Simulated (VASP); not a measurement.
# LiF (P6_3mc) in VASP: notebook, part 3 of 3

VASP 6.6.1. The steps go on from the part before.

### 6 Single point, LDA (9.26 Å³/atom)

This run uses another cell than the first one, of 9.26 Å³/atom.

INCAR reads:

```
SYSTEM = LiF
PREC     = Accurate       ! precision mode
ENCUT    = 520            ! plane-wave cutoff, eV
EDIFF    = 1E-6           ! SCF threshold, eV
ISMEAR   = 0              ! smearing method
SIGMA    = 0.05           ! smearing width, eV
LREAL    = .False.        ! projectors in reciprocal space
LASPH    = .True.         ! aspherical terms in the spheres
NELM     = 100            ! most SCF steps
ALGO     = Normal         ! electronic algorithm
ISIF     = 2              ! what is computed and relaxed
LWAVE    = .False.        ! write WAVECAR
LCHARG   = .True.         ! write CHGCAR
LELF     = .True.         ! ELF
LVHAR    = .True.       
NBANDS   = 18             ! bands
```

KPOINTS reads:

```
Automatic mesh
0
Gamma
  9 9 6
  0 0 0
```

POSCAR reads:

```
LiF
1.0
    2.9579203102      0.0000000000      0.0000000000
   -1.4789601551      2.5616341310      0.0000000000
    0.0000000000      0.0000000000      4.8891464808
Li F
2 2
Direct
    0.3333333333      0.6666666667      0.3839784076
    0.6666666667      0.3333333333      0.8839784076
    0.3333333333      0.6666666667      0.9910195924
    0.6666666667      0.3333333333      0.4910195924
```

Potentials or basis: VASP PAW LDA potentials, release 64 (Li_sv, F).

Run with:

```bash
$ cat potpaw_LDA.64/Li_sv/POTCAR potpaw_LDA.64/F/POTCAR > POTCAR
$ mpirun -np 1 vasp_std > vasp.out
```

OUTCAR:

```text
SYSTEM = LiF
   PREC = Accurate
   ENCUT = 520
   EDIFF = 1E-6
   ISMEAR = 0
   LREAL = .False.
   LASPH = .True.
   NELM = 100
   ISIF = 2

 ion  position               nearest neighbor table
   1  0.333  0.667  0.384-   4 1.79   4 1.79   4 1.79   3 1.92
   2  0.667  0.333  0.884-   3 1.79   3 1.79   3 1.79   4 1.92
   3  0.333  0.667  0.991-   2 1.79   2 1.79   2 1.79   1 1.92
   4  0.667  0.333  0.491-   1 1.79   1 1.79   1 1.79   2 1.92

  LATTYP: Found a hexagonal cell.
 ALAT       =     2.9579203102
 C/A-ratio  =     1.6529000000

[... 704 lines left out ...]
  --------------------------------------------------------------------------------------
  -------------------------------------------------------------------------------------
  Total        0.6817187      0.6817187     -0.9849206      0.0000000      0.0000000      0.0000000
  in kB       29.4835088     29.4835088    -42.5966225      0.0000000      0.0000000      0.0000000
  external PRESSURE =       5.4567984 kB  Pullay stress =       0.0000000 kB

 VOLUME and BASIS-vectors are now :
 -----------------------------------------------------------------------------
  energy-cutoff  :      520.00
  volume of cell :       37.05
      direct lattice vectors                 reciprocal lattice vectors
     2.957920310  0.000000000  0.000000000     0.338075369  0.195187905  0.000000000
    -1.478960155  2.561634131  0.000000000     0.000000000  0.390375810  0.000000000
     0.000000000  0.000000000  4.889146481     0.000000000  0.000000000  0.204534678

 POSITION                                       TOTAL-FORCE (eV/Angst)
 -----------------------------------------------------------------------------------
     -0.00000      1.70776      1.87733        -0.000000     -0.000000     -0.273599
      1.47896      0.85388      4.32190         0.000000     -0.000000     -0.273599
     -0.00000      1.70776      4.84524         0.000000      0.000000      0.273599
      1.47896      0.85388      2.40067        -0.000000     -0.000000      0.273599
 -----------------------------------------------------------------------------------
    total drift:                               -0.000000     -0.000000      0.000703

  FREE ENERGIE OF THE ION-ELECTRON SYSTEM (eV)
  ---------------------------------------------------
  free  energy   TOTEN  =       -20.7689384952 eV

  energy  without entropy=      -20.7689384952  energy(sigma->0) =      -20.76893850
```

OSZICAR:

```text
N       E                     dE             d eps       ncg     rms          rms(c)
DAV:   1     0.115917466969E+03    0.11592E+03   -0.11018E+04  1736   0.121E+03
DAV:   2    -0.119989419901E+02   -0.12792E+03   -0.12537E+03  1958   0.301E+02
DAV:   3    -0.221036490198E+02   -0.10105E+02   -0.10045E+02  3228   0.616E+01
DAV:   4    -0.221902714497E+02   -0.86622E-01   -0.86522E-01  2236   0.725E+00
DAV:   5    -0.221910246807E+02   -0.75323E-03   -0.75299E-03  2278   0.569E-01    0.700E+00
DAV:   6    -0.207959070102E+02    0.13951E+01   -0.35485E+00  1810   0.146E+01    0.217E+00
DAV:   7    -0.207782474273E+02    0.17660E-01   -0.12206E-01  2002   0.246E+00    0.139E+00
DAV:   8    -0.207698687997E+02    0.83786E-02   -0.44479E-02  2356   0.201E+00    0.333E-01
DAV:   9    -0.207687745654E+02    0.10942E-02   -0.59896E-03  2022   0.644E-01    0.858E-02
DAV:  10    -0.207689436435E+02   -0.16908E-03   -0.29810E-04  1868   0.146E-01    0.267E-02
DAV:  11    -0.207689386550E+02    0.49886E-05   -0.20065E-05  2432   0.443E-02    0.567E-03
DAV:  12    -0.207689384952E+02    0.15975E-06   -0.76210E-07  1588   0.871E-03
   1 F= -.20768938E+02 E0= -.20768938E+02  d E =-.317242E-16
```

stdout:

```text
POSCAR found type information on POSCAR LiF
 POSCAR found :  2 types and       4 ions
 scaLAPACK will be used
 LDA part: xc-table for (Slater(with rela. corr.)+CA(PZ))
 , standard interpolation
 POSCAR, INCAR and KPOINTS ok, starting setup
 FFT: planning ... GRIDC
 FFT: planning ... GRID_SOFT
 FFT: planning ... GRID
 WAVECAR not read
 entering main loop
```

Run time: 23 s. Hardware: 1 thread of Intel Xeon Platinum 8175M at 2.50GHz (Skylake/Cascade Lake), shared host; peak memory 0.14 GiB.

Results:

```yaml
Free_energy: -20.7689 eV
Largest_force: 0.274 eV/Å
Band_gap_on_the_k_mesh: 7.89 eV
```

Forces in eV/Å, atoms in the order of the input:
```
Li   0.000  0.000 -0.274
Li   0.000  0.000 -0.274
F    0.000  0.000  0.274
F    0.000  0.000  0.274
```

Levels at points of the mesh, in eV from the valence-band top:
```
           k point  band 6  band 7  band 8  band 9  band 10  band 11  band 12  band 13  band 14  band 15
(0.00, 0.00, 0.00)   -0.41   -0.41   -0.12   -0.12     0.00     7.89    11.91    15.47    19.13    19.13
(0.00, 0.00, 0.50)   -1.30   -0.26   -0.26   -0.26    -0.26     9.58     9.58    17.42    17.42    19.42
```

Caveat: the cutoff is under 1.25 times the usual one of these potentials, so pressure, stress and relaxed cells hold a basis-set (Pulay) error.

### 7 The runs side by side

```csv
cell,gap on the mesh (eV),largest force (eV/Å)
"a = 3.046, b = 3.046, c = 4.463 Å, angles 90.0, 90.0, 120.0°, 4 atoms",7.94,0.31
"a = 2.903, b = 2.903, c = 4.915 Å, angles 90.0, 90.0, 120.0°, 4 atoms",8.10,0.39
"a = 3.095, b = 3.095, c = 4.322 Å, angles 90.0, 90.0, 120.0°, 4 atoms",7.89,0.70
"a = 3.154, b = 3.154, c = 4.299 Å, angles 90.0, 90.0, 120.0°, 4 atoms",7.69,0.83
"a = 2.958, b = 2.958, c = 4.889 Å, angles 90.0, 90.0, 120.0°, 4 atoms",7.89,0.27
```

Alike in all rows: task single point; level LDA; potentials or basis VASP PAW LDA potentials, release 64 (Li_sv, F); no spin polarisation; k mesh 9 × 9 × 6; cutoff (eV) 520; smearing gaussian 0.05 eV.

Caveats: the cutoff is under 1.25 times the usual one of these potentials, so pressure, stress and relaxed cells hold a basis-set (Pulay) error.

Absolute energies hang on the potentials; compare differences alone.
